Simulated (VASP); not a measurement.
# C (R-3m) in VASP: single point with LDA

Aim: the single point of C with LDA.

Everything below comes from runs of VASP 6.6.1. Logs are shortened: lines on timing, memory, paths and dates and some standing lists are left out, and cuts for length are marked.

**1. The cell of the first run**

The structure is trigonal, space group R-3m (No. 166). The conventional cell has a = 2.466 Å, b = 2.466 Å, c = 24.848 Å, α = 90.00°, β = 90.00°, γ = 120.00°. C (site symmetry 3m) has 3 C at 1.42 Å within 1.9 Å. C (site symmetry 3m) has 3 C at 1.42 Å within 1.9 Å.

**2. Single point, LDA**

Input file INCAR:

```
PREC = Accurate
ENCUT = 520
EDIFF = 1E-6
ISMEAR = 1
SIGMA = 0.15
LREAL = False
LASPH = True
NELM = 60
ALGO = Normal
ISIF = 2
LWAVE = False
LCHARG = True
LELF = True
LVHAR = True
NBANDS = 16
```

Input file KPOINTS:

```
regular mesh
0
Gamma
  6 6 6
```

Input file POSCAR:

```
C
1.0
    1.2331881000      0.7119814800      8.2826151000
   -1.2331881000      0.7119814800      8.2826151000
    0.0000000000     -1.4239629600      8.2826151000
C
4
Direct
    0.9128269200      0.9128269200      0.9128269200
    0.2461499400      0.2461499400      0.2461499400
    0.7538500600      0.7538500600      0.7538500600
    0.0871730800      0.0871730800      0.0871730800
```

Potentials or basis: VASP PAW LDA potentials, release 64 (C).

Command:

```sh
> cat potpaw_LDA.64/C/POTCAR > POTCAR
> mpirun -np 1 vasp_std > vasp.out
```

OUTCAR:

```text
PREC = Accurate
   ENCUT = 520
   EDIFF = 1E-6
   ISMEAR = 1
   LREAL = False
   LASPH = True
   NELM = 60
   ISIF = 2

 ion  position               nearest neighbor table
   1  0.913  0.913  0.913-   2 1.42   2 1.42   2 1.42
   2  0.246  0.246  0.246-   1 1.42   1 1.42   1 1.42
   3  0.754  0.754  0.754-   4 1.42   4 1.42   4 1.42
   4  0.087  0.087  0.087-   3 1.42   3 1.42   3 1.42

  LATTYP: Found a trigonal (rhomboedric) cell.
 ALAT       =     8.4041289503
 COS(alpha) =     0.9569371043

  Lattice vectors:

 A1 = (   1.2331881000,   0.7119814800,   8.2826151000)
 A2 = (  -1.2331881000,   0.7119814800,   8.2826151000)
 A3 = (   0.0000000000,  -1.4239629600,   8.2826151000)

Analysis of symmetry for initial positions (statically):
=====================================================================
 Subroutine PRICEL returns:
 Original cell was already a primitive cell.

 Routine SETGRP: Setting up the symmetry group for a
 trigonal (rhombohedral) supercell.

 Subroutine GETGRP returns: Found 12 space group operations
 (whereof 12 operations were pure point group operations)
 out of a pool of 12 trial point group operations.

The static configuration has the point symmetry D_3d.

Analysis of symmetry for dynamics (positions and initial velocities):
=====================================================================
 Subroutine PRICEL returns:
 Original cell was already a primitive cell.

 Routine SETGRP: Setting up the symmetry group for a
 trigonal (rhombohedral) supercell.

 Subroutine GETGRP returns: Found 12 space group operations
 (whereof 12 operations were pure point group operations)
 out of a pool of 12 trial point group operations.

The dynamic configuration has the point symmetry D_3d.

 Subroutine INISYM returns: Found 12 space group operations
 (whereof 12 operations are pure point group operations),
 and found     1 'primitive' translations

----------------------------------------------------------------------------------------

                                     Primitive cell

  volume of cell :      43.6332

  direct lattice vectors                    reciprocal lattice vectors
     1.233188100  0.711981480  8.282615100     0.405453150  0.234088486  0.040244938
    -1.233188100  0.711981480  8.282615100    -0.405453150  0.234088486  0.040244938
     0.000000000 -1.423962960  8.282615100     0.000000000 -0.468176972  0.040244938

  length of vectors
     8.404128950  8.404128950  8.404128950     0.469903534  0.469903534  0.469903535

  position of ions in fractional coordinates (direct lattice)
     0.912826920  0.912826920  0.912826920
     0.246149940  0.246149940  0.246149940
     0.753850060  0.753850060  0.753850060
     0.087173080  0.087173080  0.087173080

  ion indices of the primitive-cell ions
   primitive index   ion index
                 1           1
                 2           2
                 3           3
                 4           4

----------------------------------------------------------------------------------------

 KPOINTS: regular mesh

Automatic generation of k-mesh.
 Grid dimensions read from file:
 generate k-points for:    6    6    6

 Generating k-lattice:

  Cartesian coordinates                     Fractional coordinates (reciprocal lattice)
     0.067575525  0.039014748  0.006707490     0.166666667 -0.000000000  0.000000000
    -0.067575525  0.039014748  0.006707490    -0.000000000  0.166666667  0.000000000
     0.000000000 -0.078029495  0.006707490     0.000000000  0.000000000  0.166666667

  Length of vectors
     0.078317256  0.078317256  0.078317256

  Shift w.r.t. Gamma in fractional coordinates (k-lattice)
     0.000000000  0.000000000  0.000000000

 Subroutine IBZKPT returns following result:
 ===========================================

 Found     32 irreducible k-points:

 Following reciprocal coordinates:
            Coordinates               Weight
  0.000000  0.000000  0.000000      1.000000
  0.166667  0.000000  0.000000      6.000000
  0.333333  0.000000  0.000000      6.000000
  0.500000  0.000000  0.000000      3.000000
  0.166667  0.166667  0.000000      6.000000
  0.333333  0.166667  0.000000     12.000000
[... 16 lines left out ...]
  0.500000  0.500000  0.166667      6.000000
 -0.333333  0.500000  0.166667     12.000000
 [... further k-points ...]
   k-points           NKPTS =     32   k-points in BZ     NKDIM =     32   number of bands    NBANDS=     16
   number of dos      NEDOS =    301   number of ions     NIONS =      4
   total plane-waves  NPLWV = 262144
   dimension x,y,z NGX =    64 NGY =   64 NGZ =   64
   dimension x,y,z NGXF=   128 NGYF=  128 NGZF=  128
   ions per type =               4
   NGX,Y,Z   is equivalent  to a cutoff of  12.66, 12.66, 12.66 a.u.
   NGXF,Y,Z  is equivalent  to a cutoff of  25.32, 25.32, 25.32 a.u.
 SYSTEM =  unknown system
   PREC   = accura    normal or accurate (medium, high low for compatibility)
   ISTART =      0    job   : 0-new  1-cont  2-samecut
   ICHARG =      2    charge: 1-file 2-atom 10-const
   ISPIN  =      1    spin polarized calculation?
   LNONCOLLINEAR =      F non collinear calculations
   LSORBIT =      F    spin-orbit coupling
   LASPH  =      T    aspherical Exc in radial PAW
   ENCUT  =  520.0 eV  38.22 Ry    6.18 a.u.  15.63 15.63 15.63*2*pi/ulx,y,z
   NELM   =     60;   NELMIN=  2; NELMDL= -5     # of ELM steps
   EDIFF  = 0.1E-05   stopping-criterion for ELM
   LREAL  =      F    real-space projection
   EDIFFG = 0.1E-04   stopping-criterion for IOM
   NSW    =      0    number of steps for IOM
   IBRION =     -1    ionic relax: 0-MD 1-quasi-New 2-CG
   NFREE  =      0    steps in history (QN), initial steepest desc. (CG)
   ISIF   =      2    stress and relaxation
   ISYM   =      2    0-nonsym 1-usesym 2-fastsym
   POTIM  = 0.5000    time-step for ionic-motion
   TEBEG  =    0.0;   TEEND  =   0.0 temperature during run
   PSTRESS=    0.0 pullay stress
   NELECT =      16.0000    total number of electrons
   NUPDOWN=      -1.0000    fix difference up-down
   EMIN   =  10.00;   EMAX   =-10.00  energy-range for DOS
   EFERMI =   0.00;   METHOD = LEGACY
   ISMEAR =     1;   SIGMA  =   0.15  broadening in eV -4-tet -1-fermi 0-gaus
   EFERMI_NEDOS =   21; number of points for ismear=-14 and -15
   IALGO  =     38    algorithm
   IMIX   =      4    mixing-type and parameters
     AMIX     =   0.40;   BMIX     =  1.00
     AMIX_MAG =   1.60;   BMIX_MAG =  1.00
  volume/ion in A,a.u.               =      10.91        73.61
  Fermi-wavevector in a.u.,A,eV,Ry     =   1.171771  2.214325 18.681428  1.373046
  Thomas-Fermi vector in A             =   2.308209
   LORBIT       =      0    0 simple, 1 ext, 2 COOP (PROOUT), +10 PAW based schemes
   GGA     = CA    functional components
   LHFCALC =     F    Hartree Fock is set to
   AEXX    =    0.0000 exact exchange contribution
   IVDW    =     0    specifies the selected vdW correction
   LEPSILON=     F    determine dielectric tensor
   LRPA    =     F    only Hartree local field effects (RPA)
 non-spin polarized calculation
 Methfessel and Paxton  Order N= 1 SIGMA  =   0.15
  energy-cutoff  :      520.00
  volume of cell :       43.63
 maximum number of plane-waves:      1195
 NGX is ok and might be reduce to    64
   NGX = 31   NGY = 31   NGZ = 31

 number of electron      16.0000001 magnetization

 Free energy of the ion-electron system (eV)
  ---------------------------------------------------
  ext. energy  EPLUGINS =         0.00000000
  ---------------------------------------------------
  free energy    TOTEN  =       -40.28410565 eV

  energy without entropy =      -40.28538093  energy(sigma->0) =      -40.28453075

 E-fermi :   2.8426     XC(G=0):  -9.3675

 val. band max:        2.7466520750   @ k =  -0.3333   0.3333   0.0000
 cond. band min:       2.9377025487   @ k =  -0.1667   0.5000   0.1667
 fundamental gap:      0.1910504737
 Fermi energy:         2.8425617765

 k-point     1 :       0.0000    0.0000    0.0000
  band No.  band energies     occupation
      1     -16.4775      2.00000
      2     -16.4199      2.00000
      3      -5.1129      2.00000
      4      -4.4606      2.00000
      5      -0.1958      2.00000
      6      -0.1958      2.00000
[... 8 lines left out ...]
     15      13.6245      0.00000
     16      14.1452      0.00000

 k-point     2 :       0.1667    0.0000    0.0000
  band No.  band energies     occupation
      1     -15.8256      2.00000
      2     -15.7716      2.00000
      3      -4.3191      2.00000
      4      -3.6973      2.00000
      5      -2.4351      2.00000
      6      -2.4279      2.00000
[... 8 lines left out ...]
     15      13.6120      0.00000
     16      13.6209      0.00000

 k-point     3 :       0.3333    0.0000    0.0000
  band No.  band energies     occupation
      1     -13.9022      2.00000
      2     -13.8578      2.00000
      3      -6.6807      2.00000
      4      -6.6631      2.00000
      5      -2.9305      2.00000
      6      -2.9272      2.00000
[... 8 lines left out ...]
     15      16.7012      0.00000
     16      17.8449      0.00000

 k-point     4 :       0.5000    0.0000    0.0000
  band No.  band energies     occupation
      1     -11.2000      2.00000
      2     -11.1673      2.00000
      3     -10.3118      2.00000
      4     -10.2847      2.00000
      5      -3.5633      2.00000
      6      -3.5598      2.00000
[... 8 lines left out ...]
     15      14.9152      0.00000
     16      15.9529      0.00000
[... 324 lines left out ...]
 k-point    22 :      -0.1667    0.3333    0.1667
  band No.  band energies     occupation
      1     -12.0582      2.00000
      2     -12.0208      2.00000
      3      -8.4260      2.00000
      4      -8.4130      2.00000
      5      -5.1774      2.00000
      6      -5.1657      2.00000
[... 8 lines left out ...]
     15      15.5929      0.00000
     16      16.3494      0.00000

 k-point    23 :       0.5000    0.5000    0.1667
  band No.  band energies     occupation
      1     -13.8924      2.00000
      2     -13.8676      2.00000
      3      -6.6799      2.00000
      4      -6.6640      2.00000
      5      -2.9320      2.00000
      6      -2.9257      2.00000
[... 8 lines left out ...]
     15      17.5688      0.00000
     16      17.9725      0.00000

 k-point    24 :      -0.3333    0.5000    0.1667
  band No.  band energies     occupation
      1     -12.0489      2.00000
      2     -12.0302      2.00000
      3      -8.4303      2.00000
      4      -8.4087      2.00000
      5      -5.1783      2.00000
      6      -5.1647      2.00000
[... 8 lines left out ...]
     15      15.4359      0.00000
     16      15.7754      0.00000

 [... further k-points ...]

------------------------ aborting loop because EDIFF is reached ----------------------------------------

  FORCE on cell =-STRESS in cart. coord.  units (eV):
  Direction    XX          YY          ZZ          XY          YZ          ZX
  --------------------------------------------------------------------------------------
  -------------------------------------------------------------------------------------
  Total       -1.9718885     -1.9718885     -0.4388793      0.0000000     -0.0000000      0.0000000
  in kB      -72.4062712    -72.4062709    -16.1153211      0.0000000     -0.0000000      0.0000000
  external PRESSURE =     -53.6426211 kB  Pullay stress =       0.0000000 kB

 VOLUME and BASIS-vectors are now :
 -----------------------------------------------------------------------------
  energy-cutoff  :      520.00
  volume of cell :       43.63
      direct lattice vectors                 reciprocal lattice vectors
     1.233188100  0.711981480  8.282615100     0.405453150  0.234088486  0.040244938
    -1.233188100  0.711981480  8.282615100    -0.405453150  0.234088486  0.040244938
     0.000000000 -1.423962960  8.282615100     0.000000000 -0.468176972  0.040244938

 POSITION                                       TOTAL-FORCE (eV/Angst)
 -----------------------------------------------------------------------------------
      0.00000      0.00000     22.68178         0.000000      0.000000     -0.024026
      0.00000      0.00000      6.11630         0.000000      0.000000     -0.020252
      0.00000      0.00000     18.73155         0.000000     -0.000000      0.020252
      0.00000      0.00000      2.16606         0.000000     -0.000000      0.024026
 -----------------------------------------------------------------------------------
    total drift:                               -0.000000     -0.000000      0.000000

  FREE ENERGIE OF THE ION-ELECTRON SYSTEM (eV)
  ---------------------------------------------------
  free  energy   TOTEN  =       -40.2841056535 eV

  energy  without entropy=      -40.2853809303  energy(sigma->0) =      -40.28453075
```

Wall time 4 min (1 thread of AMD EPYC 7R43 (Zen 3), shared host); peak memory 0.33 GiB.

Results:

```
Free energy            : -40.2841 eV
Pressure               : -5.4 GPa
Largest force          : 0.024 eV/Å
Band gap on the k mesh : 0.19 eV, direct
```

Forces in eV/Å, atoms in the order of the input:
```
C    0.000  0.000 -0.024
C    0.000  0.000 -0.020
C    0.000  0.000  0.020
C    0.000  0.000  0.024
```

Caveat: the k points lie up to 0.49 Å⁻¹ apart.
